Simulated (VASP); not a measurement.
# K (I4/mmm) in VASP: further runs, part 2 of 2

VASP 6.6.1. Earlier steps stand in the parts before.

## 4. Single point, PBE (strain +0.0750 x Voigt [1, 1, 0, 0, 0, 0])

File INCAR:

```
  ALGO = Fast
  EDIFF = 1E-6
  ENCUT = 520
  GGA = PE
  ISIF = 2
  ISMEAR = 0
  LASPH = T
  LCHARG = F
  LREAL = F
  LWAVE = F
  NBANDS = 10
  NELM = 100
  PREC = Accurate
  SIGMA = 0.15
```

File KPOINTS:

```
k-points
0
Gamma
  14 14 14
```

File POSCAR:

```
K
1.0
   -2.8143500000      2.8143500000      2.6180000000
    2.8143500000     -2.8143500000      2.6180000000
    2.8143500000      2.8143500000     -2.6180000000
K
1
Direct
    0.0000000000      0.0000000000      0.0000000000
```

Potentials or basis: VASP PAW PBE potentials, release 64 (K_sv).

The run is started by

```bash
$ cat potpaw_PBE.64/K_sv/POTCAR > POTCAR
$ mpirun -np 1 vasp_std > vasp.out
```

OUTCAR:

```text
EDIFF = 1E-6
   ENCUT = 520
   GGA = PE
   ISIF = 2
   ISMEAR = 0
   LASPH = T
   LREAL = F
   NELM = 100
   PREC = Accurate

 ion  position               nearest neighbor table
   1  0.000  0.000  0.000-

  LATTYP: Found a body centered tetragonal cell.
 ALAT       =     5.6287000000
 C/A-ratio  =     0.9302325581

  Lattice vectors:

 A1 = (  -2.8143500000,   2.8143500000,   2.6180000000)
 A2 = (   2.8143500000,  -2.8143500000,   2.6180000000)
 A3 = (   2.8143500000,   2.8143500000,  -2.6180000000)

Analysis of symmetry for initial positions (statically):
=====================================================================
 Subroutine PRICEL returns:
 Original cell was already a primitive cell.

 Routine SETGRP: Setting up the symmetry group for a
 body centered tetragonal supercell.

 Subroutine GETGRP returns: Found 16 space group operations
 (whereof 16 operations were pure point group operations)
 out of a pool of 16 trial point group operations.

The static configuration has the point symmetry D_4h.

Analysis of symmetry for dynamics (positions and initial velocities):
=====================================================================
 Subroutine PRICEL returns:
 Original cell was already a primitive cell.

 Routine SETGRP: Setting up the symmetry group for a
 body centered tetragonal supercell.

 Subroutine GETGRP returns: Found 16 space group operations
 (whereof 16 operations were pure point group operations)
 out of a pool of 16 trial point group operations.

The dynamic configuration has the point symmetry D_4h.

 Subroutine INISYM returns: Found 16 space group operations
 (whereof 16 operations are pure point group operations),
 and found     1 'primitive' translations

----------------------------------------------------------------------------------------

                                     Primitive cell

[... 112 lines left out ...]
   LORBIT       =      0    0 simple, 1 ext, 2 COOP (PROOUT), +10 PAW based schemes
   GGA     = PE    functional components
   LHFCALC =     F    Hartree Fock is set to
   AEXX    =    0.0000 exact exchange contribution
   IVDW    =     0    specifies the selected vdW correction
   LEPSILON=     F    determine dielectric tensor
   LRPA    =     F    only Hartree local field effects (RPA)
 non-spin polarized calculation
 RMM-DIIS sequential band-by-band and
 Gauss-broadening in eV      SIGMA  =   0.15
  energy-cutoff  :      520.00
  volume of cell :       82.94
 maximum number of plane-waves:      2274
   NGX = 17   NGY = 17   NGZ = 17

 number of electron       8.9999999 magnetization

 Free energy of the ion-electron system (eV)
  ---------------------------------------------------
  ext. energy  EPLUGINS =         0.00000000
  ---------------------------------------------------
  free energy    TOTEN  =        -1.04074138 eV

  energy without entropy =       -1.03153262  energy(sigma->0) =       -1.03613700

 E-fermi :  -0.3602     XC(G=0):  -5.3703

 val. band max:       -0.3683286824   @ k =   0.5000   0.3571   0.0000
 cond. band min:      -0.3373047861   @ k =  -0.4286   0.4286   0.1429
 fundamental gap:      0.0310238963
 Fermi energy:        -0.3602070946

 k-point     1 :       0.0000    0.0000    0.0000
  band No.  band energies     occupation
      1     -32.5793      2.00000
      2     -16.0352      2.00000
      3     -16.0351      2.00000
      4     -16.0351      2.00000
      5      -2.3569      2.00000
      6       3.5829      0.00000
      7       3.9331      0.00000
      8       3.9331      0.00000
      9       4.4111      0.00000
     10       4.8616      0.00000
[... 287 lines left out ...]
 k-point    24 :       0.2857    0.1429    0.0000
  band No.  band energies     occupation
      1     -32.5772      2.00000
      2     -16.0706      2.00000
      3     -16.0488      2.00000
      4     -16.0392      2.00000
      5      -0.7667      1.99987
      6       1.5990      0.00000
      7       2.4431      0.00000
      8       4.1142      0.00000
      9       4.4919      0.00000
     10       5.1582      0.00000

 [... further k-points ...]

------------------------ aborting loop because EDIFF is reached ----------------------------------------

  FORCE on cell =-STRESS in cart. coord.  units (eV):
  Direction    XX          YY          ZZ          XY          YZ          ZX
  --------------------------------------------------------------------------------------
  -------------------------------------------------------------------------------------
  Total       -0.1881452     -0.1881452     -0.1584798      0.0000000     -0.0000000      0.0000000
  in kB       -3.6342759     -3.6342759     -3.0612491      0.0000000     -0.0000000      0.0000000
  external PRESSURE =      -3.4432670 kB  Pullay stress =       0.0000000 kB

 VOLUME and BASIS-vectors are now :
 -----------------------------------------------------------------------------
  energy-cutoff  :      520.00
  volume of cell :       82.94
      direct lattice vectors                 reciprocal lattice vectors
    -2.814350000  2.814350000  2.618000000     0.000000000  0.177660916  0.190985485
     2.814350000 -2.814350000  2.618000000     0.177660916  0.000000000  0.190985485
     2.814350000  2.814350000 -2.618000000     0.177660916  0.177660916  0.000000000

 POSITION                                       TOTAL-FORCE (eV/Angst)
 -----------------------------------------------------------------------------------
      0.00000      0.00000      0.00000         0.000000      0.000000      0.000000
 -----------------------------------------------------------------------------------
    total drift:                               -0.000000      0.000000      0.000000

  FREE ENERGIE OF THE ION-ELECTRON SYSTEM (eV)
  ---------------------------------------------------
  free  energy   TOTEN  =        -1.0407413828 eV

  energy  without entropy=       -1.0315326241  energy(sigma->0) =       -1.03613700
```

stdout:

```text
POSCAR found type information on POSCAR K
 POSCAR found :  1 types and       1 ions
 scaLAPACK will be used
 LDA part: xc-table for (Slater+PW92), standard interpolation
 POSCAR, INCAR and KPOINTS ok, starting setup
 FFT: planning ... GRIDC
 FFT: planning ... GRID_SOFT
 FFT: planning ... GRID
 WAVECAR not read
 entering main loop
WARNING in EDDRMM: call to ZHEGV failed, returncode =   6  3      6
WARNING in EDDRMM: call to ZHEGV failed, returncode =   6  3      5
WARNING in EDDRMM: call to ZHEGV failed, returncode =   8  4      6
WARNING in EDDRMM: call to ZHEGV failed, returncode =   8  4      6
```

Run time: 4.1 min. Hardware: 1 thread of Intel Xeon 8259CL, shared host; peak memory 0.34 GiB.

Results:

```yaml
Free_energy: -1.0407 eV
Pressure: -0.3 GPa
Band_gap_on_the_k_mesh: zero (an odd number of electrons rules out a gap without spin polarisation)
```

Caveat: the cell differs from its parent crystal (strain +0.0750 x Voigt [1, 1, 0, 0, 0, 0]).

## 5. Single point, PBE (strain +0.0875 x Voigt [1, 1, 0, 0, 0, 0])

File INCAR:

```
SYSTEM = K
ALGO     = Fast           ! electronic algorithm
EDIFF    = 1E-6           ! SCF threshold, eV
ENCUT    = 520            ! plane-wave cutoff, eV
GGA      = PE             ! functional
ISIF     = 2              ! what is computed and relaxed
ISMEAR   = 0              ! smearing method
LASPH    = .TRUE.         ! aspherical terms in the spheres
LCHARG   = .FALSE.        ! write CHGCAR
LREAL    = .FALSE.        ! projectors in reciprocal space
LWAVE    = .FALSE.        ! write WAVECAR
NBANDS   = 10             ! bands
NELM     = 80             ! most SCF steps
PREC     = Accurate       ! precision mode
SIGMA    = 0.15           ! smearing width, eV
```

File KPOINTS:

```
k-points
0
G
  14 14 14
  0 0 0
```

File POSCAR:

```
K
1.0
   -2.8470750000      2.8470750000      2.6180000000
    2.8470750000     -2.8470750000      2.6180000000
    2.8470750000      2.8470750000     -2.6180000000
K
1
Direct
    0.0000000000      0.0000000000      0.0000000000
```

Potentials or basis: VASP PAW PBE potentials, release 64 (K_sv).

The run is started by

```bash
$ cat potpaw_PBE.64/K_sv/POTCAR > POTCAR
$ mpirun -np 1 vasp_std > vasp.out
```

OUTCAR:

```text
SYSTEM = K
   EDIFF = 1E-6
   ENCUT = 520
   GGA = PE
   ISIF = 2
   ISMEAR = 0
   LASPH = .TRUE.
   LREAL = .FALSE.
   NELM = 80
   PREC = Accurate

 ion  position               nearest neighbor table
   1  0.000  0.000  0.000-

  LATTYP: Found a body centered tetragonal cell.
 ALAT       =     5.6941500000
 C/A-ratio  =     0.9195402299

  Lattice vectors:

 A1 = (  -2.8470750000,   2.8470750000,   2.6180000000)
 A2 = (   2.8470750000,  -2.8470750000,   2.6180000000)
 A3 = (   2.8470750000,   2.8470750000,  -2.6180000000)
[... 492 lines left out ...]

 [... further k-points ...]

------------------------ aborting loop because EDIFF is reached ----------------------------------------

  FORCE on cell =-STRESS in cart. coord.  units (eV):
  Direction    XX          YY          ZZ          XY          YZ          ZX
  --------------------------------------------------------------------------------------
  -------------------------------------------------------------------------------------
  Total       -0.2190338     -0.2190338     -0.1848325      0.0000000      0.0000000      0.0000000
  in kB       -4.1342257     -4.1342257     -3.4886821      0.0000000      0.0000000      0.0000000
  external PRESSURE =      -3.9190445 kB  Pullay stress =       0.0000000 kB

 VOLUME and BASIS-vectors are now :
 -----------------------------------------------------------------------------
  energy-cutoff  :      520.00
  volume of cell :       84.88
      direct lattice vectors                 reciprocal lattice vectors
    -2.847075000  2.847075000  2.618000000     0.000000000  0.175618837  0.190985485
     2.847075000 -2.847075000  2.618000000     0.175618837  0.000000000  0.190985485
     2.847075000  2.847075000 -2.618000000     0.175618837  0.175618837  0.000000000

 POSITION                                       TOTAL-FORCE (eV/Angst)
 -----------------------------------------------------------------------------------
      0.00000      0.00000      0.00000         0.000000      0.000000     -0.000000
 -----------------------------------------------------------------------------------
    total drift:                               -0.000000      0.000000      0.000000

  FREE ENERGIE OF THE ION-ELECTRON SYSTEM (eV)
  ---------------------------------------------------
  free  energy   TOTEN  =        -1.0361917857 eV

  energy  without entropy=       -1.0268811929  energy(sigma->0) =       -1.03153649
```

It took 4.6 min on 1 thread of Intel Xeon 8259CL, shared host; peak memory 0.34 GiB.

What came out:

* Free energy: -1.0362 eV
* Pressure: -0.4 GPa
* Band gap on the k mesh: zero (an odd number of electrons rules out a gap without spin polarisation)

Caveat: the cell differs from its parent crystal (strain +0.0875 x Voigt [1, 1, 0, 0, 0, 0]).

## 6. Single point, PBE (strain +0.1000 x Voigt [1, 1, 0, 0, 0, 0])

File INCAR:

```
PREC = Accurate ; ENCUT = 520
EDIFF = 1E-7 ; ISMEAR = 0
SIGMA = 0.15 ; LREAL = False
LASPH = True ; NELM = 100
ALGO = Fast ; ISIF = 2
LWAVE = False ; LCHARG = False
GGA = PE ; NBANDS = 10
```

File KPOINTS:

```
regular mesh
0
Gamma
  14 14 14
```

File POSCAR:

```
K
1.0
   -2.8798000000      2.8798000000      2.6180000000
    2.8798000000     -2.8798000000      2.6180000000
    2.8798000000      2.8798000000     -2.6180000000
K
1
Direct
    0.0000000000      0.0000000000      0.0000000000
```

Potentials or basis: VASP PAW PBE potentials, release 64 (K_sv).

The run is started by

```bash
$ cat potpaw_PBE.64/K_sv/POTCAR > POTCAR
$ mpirun -np 1 vasp_std > vasp.out
```

It took 4.8 min on 1 thread of Intel Xeon 8259CL, shared host; peak memory 0.35 GiB.

It converged, with:

* Free energy: -1.0310 eV
* Pressure: -0.4 GPa
* Band gap on the k mesh: zero (an odd number of electrons rules out a gap without spin polarisation)

Levels at points of the mesh, in eV from the Fermi level:
```tsv
k point	band 1	band 2	band 3	band 4	band 5	band 6	band 7	band 8	band 9	band 10
(0.00, 0.00, 0.00)	-32.26	-15.71	-15.71	-15.71	-1.94	3.83	4.29	4.29	4.63	5.20
(0.50, 0.00, 0.00)	-32.25	-15.75	-15.73	-15.71	0.51	0.69	2.93	4.52	5.22	5.45
(0.50, 0.50, 0.00)	-32.25	-15.75	-15.72	-15.71	0.29	0.48	3.44	4.35	5.22	5.84
(0.50, 0.50, 0.50)	-32.25	-15.74	-15.74	-15.74	1.59	1.83	2.75	2.75	3.74	4.61
```

Caveat: the cell differs from its parent crystal (strain +0.1000 x Voigt [1, 1, 0, 0, 0, 0]).

## 7. The runs side by side

| cell | further INCAR settings | gap on the mesh (eV) | pressure (GPa) |
| --- | --- | --- | --- |
| a = 4.385 Å, angles 110.9, 110.9, 106.7°, 1 atom | ALGO = Fast; EDIFF = 1e-06; NBANDS = 10 | none | 0.6 |
| a = 4.687 Å, angles 108.2, 108.2, 112.1°, 1 atom | ALGO = Fast; EDIFF = 1e-06; NBANDS = 10 | none | -0.2 |
| a = 4.764 Å, angles 107.6, 107.6, 113.3°, 1 atom | ALGO = Fast; EDIFF = 1e-06; NBANDS = 10 | none | -0.3 |
| a = 4.803 Å, angles 107.3, 107.3, 113.9°, 1 atom | ALGO = Fast; EDIFF = 1e-06; NBANDS = 10 | none | -0.4 |
| a = 4.842 Å, angles 107.0, 107.0, 114.5°, 1 atom | ALGO = Fast; EDIFF = 1e-07; NBANDS = 10 | none | -0.4 |

Alike in all rows: task single point; level PBE; potentials or basis VASP PAW PBE potentials, release 64 (K_sv); no spin polarisation; k mesh 14 × 14 × 14; cutoff (eV) 520; smearing gaussian 0.15 eV.

Absolute energies hang on the potentials; compare differences alone.

The gap in the log of VASP goes by the Fermi energy; the results here count the filled bands.